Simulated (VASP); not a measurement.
Crystal: TaAl3Cd.

```xyz
5
Lattice="4.3300 0.0000 0.0000 0.0000 4.3300 0.0000 0.0000 0.0000 4.3300" Properties=species:S:1:pos:R:3 pbc="T T T"
Ta    0.0000    0.0000    0.0000
Al    0.0000    2.1650    2.1650
Al    2.1650    0.0000    2.1650
Al    2.1650    2.1650    0.0000
Cd    2.1650    2.1650    2.1650
```

* Program: VASP 6.6.1
* Task: relaxation of cell and atoms
* Functional: r2SCAN
* Potentials or basis: VASP PAW PBE potentials, release 64 (Ta_pv, Al, Cd)
* Cutoff: 600 eV
* k mesh: 4 × 4 × 4
* Occupations: gaussian, width 0.1 eV
* Spin: no spin polarisation

At the start: pressure 37.6 GPa; volume 16.24 Å³/atom.

Problem. Where does the relaxation end?

Solution. Over 3 steps the energy falls by 497.1 meV/atom and the volume is 21.78 Å³/atom (+34.2 %); space group Pm-3m (No. 221, to 0.05 Å).

The path:
```
step  energy change (eV)  largest force (eV/Å)  pressure (GPa)  volume (Å³)
   1              0.0000                0.0000           37.57        81.18
   2             -1.6653                0.0000           -8.21       134.63
   3             -2.4855                0.0000            0.00       108.91
```

Final structure:
```yaml
crystal:
  lattice:
    - [4.77561, 0.00000, 0.00000]
    - [0.00000, 4.77561, 0.00000]
    - [0.00000, 0.00000, 4.77561]
  atoms:
    - { symbol: Ta, position: [0.00000, 0.00000, 0.00000] }
    - { symbol: Al, position: [0.00000, 0.50000, 0.50000] }
    - { symbol: Al, position: [0.50000, 0.00000, 0.50000] }
    - { symbol: Al, position: [0.50000, 0.50000, 0.00000] }
    - { symbol: Cd, position: [0.50000, 0.50000, 0.50000] }
```

Caveat: the k points lie up to 0.33 Å⁻¹ apart in the final cell; the volume moved by over 15 % at a fixed basis, so the end points are rough; the PAW data sets were made with another functional, which shifts forces and pressure a little.
